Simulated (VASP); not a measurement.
A run of VASP 6.6.1 is set up as follows.

File INCAR:

```
SYSTEM = Zr2BeS4
PREC = Accurate
ENCUT = 520
EDIFF = 1E-6
ISMEAR = 0
SIGMA = 0.15
LREAL = .FALSE.
LASPH = .TRUE.
NELM = 80
ALGO = Normal
ISIF = 2
LWAVE = .FALSE.
LCHARG = .FALSE.
GGA = PE
NBANDS = 34
```

The input KPOINTS:

```
Automatic mesh
0
G
  2 4 2
  0 0 0
```

POSCAR

```
Zr2BeS4
1.0
    6.1478426827      0.0000000000      0.7178559818
    0.0000000000      3.5671697679      0.0000000000
   -0.7961711457      0.0000000000      6.0037715668
Zr Be S
2 1 4
Direct
   -0.0221672470      0.0000000000     -0.0014413984
    0.4745625923      0.5000000000      0.9855752088
    0.8151764439      0.5000000000      0.6053761585
    0.3181031373      0.0000000000      0.2333764282
    0.8057985188      0.5000000000      0.2551892504
    0.6465079375      0.0000000000      0.7049045889
    0.1320185972      0.5000000000      0.7270207837
```

Potentials or basis: VASP PAW PBE potentials, release 64 (Zr_sv, Be, S).

Command:

```console
$ cat potpaw_PBE.64/Zr_sv/POTCAR potpaw_PBE.64/Be/POTCAR potpaw_PBE.64/S/POTCAR > POTCAR
$ mpirun -np 1 vasp_std > vasp.out
```

**Question.** What does it give for the pressure?

**Answer.** 0.0 GPa.

**Question.** What does it give for the largest force?

**Answer.** 0.065 eV/Å.

**Question.** What does it give for the band gap on the k mesh?

**Answer.** Zero (bands 25 and 26 overlap by 1.31 eV).

Forces in eV/Å, atoms in the order of the input:
```
Zr   0.013  0.000  0.038
Zr  -0.021  0.000  0.053
Be   0.003  0.000  0.009
S    0.001  0.000 -0.065
S    0.004  0.000  0.008
S   -0.006  0.000 -0.040
S    0.006  0.000 -0.003
```

Caveat: the k points lie up to 0.52 Å⁻¹ apart, too coarse for converged energies and pressures of a metal.
